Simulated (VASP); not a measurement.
# Cs in VASP: relaxation of the atoms with PBE

Aim: the relaxation of the atoms of Cs with PBE.

Program: VASP 6.6.1. These are calculated values, not measurements. Logs are shortened: lines on timing, memory, paths and dates and some standing lists are left out, and cuts for length are marked.

**1. The cell of the first run**

The cell holds a slab with vacuum, 4 atoms: a = 9.522 Å, b = 8.906 Å, c = 22.749 Å, α = 90.00°, β = 90.00°, γ = 90.00°.

**2. Relaxation of the atoms, PBE**

Contents of INCAR:

```
SYSTEM = Cs
ALGO = Normal
DIPOL = 0.5 0.5 0.500
EDIFF = 1E-6
EDIFFG = -0.01
ENCUT = 520
GGA = PE
IBRION = 2
IDIPOL = 3
ISIF = 2
ISMEAR = -1
KPAR = 4
LASPH = .True.
LCHARG = .False.
LDIPOL = .True.
LREAL = .False.
LWAVE = .False.
NELM = 100
NSW = 32
PREC = Accurate
SIGMA = 0.05
```

Contents of KPOINTS:

```
k-points
0
Gamma
  4 4 1
  0 0 0
```

Contents of POSCAR:

```
Cs
1.0
    9.5219287556      0.0000000000      0.0000000000
    0.0000000000      8.9059307710      0.0000000000
    0.0000000000      0.0000000000     22.7487000000
Cs
4
Direct
    0.0710593355      0.7500000000      0.4437209418
    0.4289406645      0.2500000000      0.4437209418
    0.5710566352      0.7500000000      0.5562790582
    0.9289433648      0.2500000000      0.5562790582
```

Potentials or basis: VASP PAW PBE potentials, release 64 (Cs_sv).

Run with:

```bash
> cat potpaw_PBE.64/Cs_sv/POTCAR > POTCAR
> mpirun -np 4 vasp_std > vasp.out
```

OUTCAR:

```text
SYSTEM = Cs
   EDIFF = 1E-6
   EDIFFG = -0.01
   ENCUT = 520
   GGA = PE
   IBRION = 2
   ISIF = 2
   ISMEAR = -1
   LASPH = .True.
   LREAL = .False.
   NELM = 100
   NSW = 32
   PREC = Accurate

 ion  position               nearest neighbor table
   1  0.071  0.750  0.444-
   2  0.429  0.250  0.444-
   3  0.571  0.750  0.556-
   4  0.929  0.250  0.556-

  LATTYP: Found a simple orthorhombic cell.
 ALAT       =     8.9059307710
 B/A-ratio  =     1.0691671652
 C/A-ratio  =     2.5543315556

  Lattice vectors:

 A1 = (   0.0000000000,  -8.9059307710,   0.0000000000)
 A2 = (   9.5219287556,   0.0000000000,   0.0000000000)
 A3 = (   0.0000000000,   0.0000000000,  22.7487000000)

Analysis of symmetry for initial positions (statically):
=====================================================================
 Subroutine PRICEL returns:
 Original cell was already a primitive cell.

 Routine SETGRP: Setting up the symmetry group for a
 simple orthorhombic supercell.

 Subroutine GETGRP returns: Found  8 space group operations
 (whereof  2 operations were pure point group operations)
 out of a pool of  8 trial point group operations.

The static configuration has the point symmetry S_2 .
 The point group associated with its full space group is D_2h.

Analysis of symmetry for dynamics (positions and initial velocities):
=====================================================================
 Subroutine PRICEL returns:
 Original cell was already a primitive cell.

 Routine SETGRP: Setting up the symmetry group for a
 simple orthorhombic supercell.

 Subroutine GETGRP returns: Found  8 space group operations
 (whereof  2 operations were pure point group operations)
 out of a pool of  8 trial point group operations.

The dynamic configuration has the point symmetry S_2 .
 The point group associated with its full space group is D_2h.

 Subroutine INISYM returns: Found  8 space group operations
 (whereof  2 operations are pure point group operations),
 and found     1 'primitive' translations

----------------------------------------------------------------------------------------

                                     Primitive cell

  volume of cell :    1929.1270

  direct lattice vectors                    reciprocal lattice vectors
     9.521928756  0.000000000  0.000000000     0.105020740  0.000000000  0.000000000
     0.000000000  8.905930771  0.000000000     0.000000000  0.112284726  0.000000000
     0.000000000  0.000000000 22.748700000     0.000000000  0.000000000  0.043958556

  length of vectors
     9.521928756  8.905930771 22.748700000     0.105020740  0.112284726  0.043958556

  position of ions in fractional coordinates (direct lattice)
     0.071059336  0.750000000  0.443720942
     0.428940664  0.250000000  0.443720942
     0.571056635  0.750000000  0.556279058
     0.928943365  0.250000000  0.556279058

  ion indices of the primitive-cell ions
   primitive index   ion index
                 1           1
                 2           2
                 3           3
                 4           4

----------------------------------------------------------------------------------------

 KPOINTS: k-points

Automatic generation of k-mesh.
 Grid dimensions read from file:
 generate k-points for:    4    4    1

 Generating k-lattice:

  Cartesian coordinates                     Fractional coordinates (reciprocal lattice)
     0.026255185  0.000000000  0.000000000     0.250000000  0.000000000  0.000000000
     0.000000000  0.028071182  0.000000000     0.000000000  0.250000000  0.000000000
     0.000000000  0.000000000  0.043958556     0.000000000  0.000000000  1.000000000

  Length of vectors
     0.026255185  0.028071182  0.043958556

  Shift w.r.t. Gamma in fractional coordinates (k-lattice)
     0.000000000  0.000000000  0.000000000

 Subroutine IBZKPT returns following result:
 ===========================================

 Found      9 irreducible k-points:

 Following reciprocal coordinates:
            Coordinates               Weight
  0.000000  0.000000  0.000000      1.000000
  0.250000  0.000000  0.000000      2.000000
  0.500000  0.000000  0.000000      1.000000
  0.000000  0.250000  0.000000      2.000000
  0.250000  0.250000  0.000000      4.000000
  0.500000  0.250000  0.000000      2.000000
  0.000000  0.500000  0.000000      1.000000
  0.250000  0.500000  0.000000      2.000000
  0.500000  0.500000  0.000000      1.000000
   k-points           NKPTS =      9   k-points in BZ     NKDIM =      9   number of bands    NBANDS=     22
   number of dos      NEDOS =    301   number of ions     NIONS =      4
   total plane-waves  NPLWV = 907200
   dimension x,y,z NGX =    72 NGY =   70 NGZ =  180
   dimension x,y,z NGXF=   144 NGYF=  140 NGZF=  360
   ions per type =               4
   NGX,Y,Z   is equivalent  to a cutoff of  12.57, 13.07, 13.15 a.u.
   NGXF,Y,Z  is equivalent  to a cutoff of  25.14, 26.13, 26.31 a.u.
 SYSTEM =  Cs
   PREC   = accura    normal or accurate (medium, high low for compatibility)
   ISTART =      0    job   : 0-new  1-cont  2-samecut
   ICHARG =      2    charge: 1-file 2-atom 10-const
   ISPIN  =      1    spin polarized calculation?
   LNONCOLLINEAR =      F non collinear calculations
   LSORBIT =      F    spin-orbit coupling
   LASPH  =      T    aspherical Exc in radial PAW
   ENCUT  =  520.0 eV  38.22 Ry    6.18 a.u.  17.70 16.56 42.30*2*pi/ulx,y,z
   NELM   =    100;   NELMIN=  2; NELMDL= -5     # of ELM steps
   EDIFF  = 0.1E-05   stopping-criterion for ELM
   LREAL  =      F    real-space projection
   EDIFFG = -.1E-01   stopping-criterion for IOM
   NSW    =     32    number of steps for IOM
   IBRION =      2    ionic relax: 0-MD 1-quasi-New 2-CG
   NFREE  =      1    steps in history (QN), initial steepest desc. (CG)
   ISIF   =      2    stress and relaxation
   ISYM   =      2    0-nonsym 1-usesym 2-fastsym
   POTIM  = 0.5000    time-step for ionic-motion
   TEBEG  =    0.0;   TEEND  =   0.0 temperature during run
   PSTRESS=    0.0 pullay stress
   NELECT =      36.0000    total number of electrons
   NUPDOWN=      -1.0000    fix difference up-down
   EMIN   =  10.00;   EMAX   =-10.00  energy-range for DOS
   EFERMI =   0.00;   METHOD = LEGACY
   ISMEAR =    -1;   SIGMA  =   0.05  broadening in eV -4-tet -1-fermi 0-gaus
   EFERMI_NEDOS =   21; number of points for ismear=-14 and -15
   IALGO  =     38    algorithm
   IMIX   =      4    mixing-type and parameters
     AMIX     =   0.40;   BMIX     =  1.00
     AMIX_MAG =   1.60;   BMIX_MAG =  1.00
  volume/ion in A,a.u.               =     482.28      3254.60
  Fermi-wavevector in a.u.,A,eV,Ry     =   0.434232  0.820580  2.565482  0.188558
  Thomas-Fermi vector in A             =   1.405125
   LORBIT       =      0    0 simple, 1 ext, 2 COOP (PROOUT), +10 PAW based schemes
   GGA     = PE    functional components
   LHFCALC =     F    Hartree Fock is set to
   AEXX    =    0.0000 exact exchange contribution
   IVDW    =     0    specifies the selected vdW correction
   LEPSILON=     F    determine dielectric tensor
   LRPA    =     F    only Hartree local field effects (RPA)
 conjugate gradient relaxation of ions
 non-spin polarized calculation
  energy-cutoff  :      520.00
  volume of cell :     1929.13
 maximum number of plane-waves:     51991
 NGX is ok and might be reduce to    72
   NGX = 35   NGY = 33   NGZ = 85

 dipolmoment           0.000000      0.000000      0.000000 electrons x Angstroem

 number of electron      36.0000003 magnetization

 dipolmoment           0.000000      0.000000     -0.000000 electrons x Angstroem

 Free energy of the ion-electron system (eV)
  ---------------------------------------------------
  ext. energy  EPLUGINS =         0.00000000
  ---------------------------------------------------
  free energy    TOTEN  =        -2.63593595 eV

  energy without entropy =       -2.59341888  energy(sigma->0) =       -2.61467741

 E-fermi :  -1.2541     XC(G=0):  -1.8885

 val. band max:       -1.3254981046   @ k =   0.2500   0.2500   0.0000
 cond. band min:      -1.2520409044   @ k =   0.0000   0.2500   0.0000
 fundamental gap:      0.0734572002
 Fermi energy:        -1.2541284970

 k-point     1 :       0.0000    0.0000    0.0000
  band No.  band energies     occupation
      1     -25.4614      2.00000
      2     -25.4578      2.00000
      3     -25.4572      2.00000
      4     -25.4563      2.00000
      5     -12.2977      2.00000
      6     -12.2916      2.00000
[... 14 lines left out ...]
     21      -0.5672      0.00000
     22      -0.3289      0.00000

 k-point     2 :       0.2500    0.0000    0.0000
  band No.  band energies     occupation
      1     -25.4609      2.00000
      2     -25.4585      2.00000
      3     -25.4570      2.00000
      4     -25.4563      2.00000
      5     -12.2981      2.00000
      6     -12.2954      2.00000
[... 14 lines left out ...]
     21      -0.3466      0.00000
     22      -0.3413      0.00000

 k-point     3 :       0.5000    0.0000    0.0000
  band No.  band energies     occupation
      1     -25.4598      2.00000
      2     -25.4597      2.00000
      3     -25.4566      2.00000
      4     -25.4566      2.00000
      5     -12.2980      2.00000
      6     -12.2979      2.00000
[... 14 lines left out ...]
     21      -0.3601      0.00000
     22      -0.3576      0.00000
[... 101 lines left out ...]
 k-point     8 :       0.2500    0.5000    0.0000
  band No.  band energies     occupation
      1     -25.4590      2.00000
      2     -25.4590      2.00000
      3     -25.4574      2.00000
      4     -25.4574      2.00000
      5     -12.2981      2.00000
      6     -12.2981      2.00000
[... 14 lines left out ...]
     21      -0.5985      0.00000
     22      -0.5985      0.00000

 k-point     9 :       0.5000    0.5000    0.0000
  band No.  band energies     occupation
      1     -25.4583      2.00000
      2     -25.4582      2.00000
      3     -25.4581      2.00000
      4     -25.4581      2.00000
      5     -12.2998      2.00000
      6     -12.2998      2.00000
[... 14 lines left out ...]
     21      -0.4303      0.00000
     22      -0.4303      0.00000

------------------------ aborting loop because EDIFF is reached ----------------------------------------

 vacuum level on the upper side and lower side of the slab       (xc-potential included)        -0.082        -0.081

  FORCE on cell =-STRESS in cart. coord.  units (eV):
  Direction    XX          YY          ZZ          XY          YZ          ZX
  --------------------------------------------------------------------------------------
  -------------------------------------------------------------------------------------
  Total       -0.1249063     -0.4255793     -0.0200898      0.0000000      0.0000000      0.0000000
  in kB       -0.1037371     -0.3534519     -0.0166850      0.0000000      0.0000000      0.0000000
  external PRESSURE =      -0.1579580 kB  Pullay stress =       0.0000000 kB

 VOLUME and BASIS-vectors are now :
 -----------------------------------------------------------------------------
  energy-cutoff  :      520.00
  volume of cell :     1929.13
      direct lattice vectors                 reciprocal lattice vectors
     9.521928756  0.000000000  0.000000000     0.105020740  0.000000000  0.000000000
     0.000000000  8.905930771  0.000000000     0.000000000  0.112284726  0.000000000
     0.000000000  0.000000000 22.748700000     0.000000000  0.000000000  0.043958556

 POSITION                                       TOTAL-FORCE (eV/Angst)
 -----------------------------------------------------------------------------------
      0.67662      6.67945     10.09407        -0.000085      0.000000     -0.000072
      4.08434      2.22648     10.09407         0.000085      0.000000     -0.000072
      5.43756      6.67945     12.65463        -0.000085      0.000000      0.000072
      8.84533      2.22648     12.65463         0.000085      0.000000      0.000072
 -----------------------------------------------------------------------------------
    total drift:                                0.002855     -0.000476     -0.005590

  FREE ENERGIE OF THE ION-ELECTRON SYSTEM (eV)
  ---------------------------------------------------
  free  energy   TOTEN  =        -2.6359359482 eV

  energy  without entropy=       -2.5934188808  energy(sigma->0) =       -2.61467741

 reached required accuracy - stopping structural energy minimisation

 vacuum level on the upper side and lower side of the slab         0.540         0.541
```

Run time: 8.6 min. Hardware: 4 MPI ranks of Intel Xeon Platinum 8488C (Sapphire Rapids), shared host; peak memory 1.7 GiB.

Results:

| Item | Value |
| --- | --- |
| Free energy | -2.6359 eV |
| Band gap on the k mesh | zero (bands 18 and 19 overlap by 0.26 eV) |

Final structure:
```
Cs
1.0
     9.52193    0.00000    0.00000
     0.00000    8.90593    0.00000
     0.00000    0.00000   22.74870
Cs
4
Direct
  0.07106 0.75000 0.44372
  0.42894 0.25000 0.44372
  0.57106 0.75000 0.55628
  0.92894 0.25000 0.55628
```

Caveat: spin-orbit coupling is left out, which moves the levels of the heavy elements.

The gap in the log of VASP goes by the Fermi energy; the results here count the filled bands.